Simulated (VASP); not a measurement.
A run of VASP 6.6.1 is set up as follows.

Contents of INCAR:

```
SYSTEM = BiTe
  PREC = Accurate
  ENCUT = 520
  EDIFF = 1E-6
  ISMEAR = 0
  SIGMA = 0.1
  LREAL = .FALSE.
  LASPH = .TRUE.
  NELM = 80
  ALGO = Normal
  ISIF = 2
  LWAVE = .FALSE.
  LCHARG = .FALSE.
  GGA = PE
  NBANDS = 18
```

The input KPOINTS:

```
regular mesh
0
G
  8 8 8
  0 0 0
```

The input POSCAR:

```
BiTe
1.0
    0.0000000000      3.1912784242      3.1912784242
    3.1912784242      0.0000000000      3.1912784242
    3.1912784242      3.1912784242      0.0000000000
Bi Te
1 1
Direct
    0.0000000000      0.0000000000      0.0000000000
    0.5000000000      0.5000000000      0.5000000000
```

Potentials or basis: VASP PAW PBE potentials, release 64 (Bi_d, Te).

Run with:

```console
$ cat potpaw_PBE.64/Bi_d/POTCAR potpaw_PBE.64/Te/POTCAR > POTCAR
$ mpirun -np 1 vasp_std > vasp.out
```

Q: Predict the pressure.

A: 2.8 GPa.
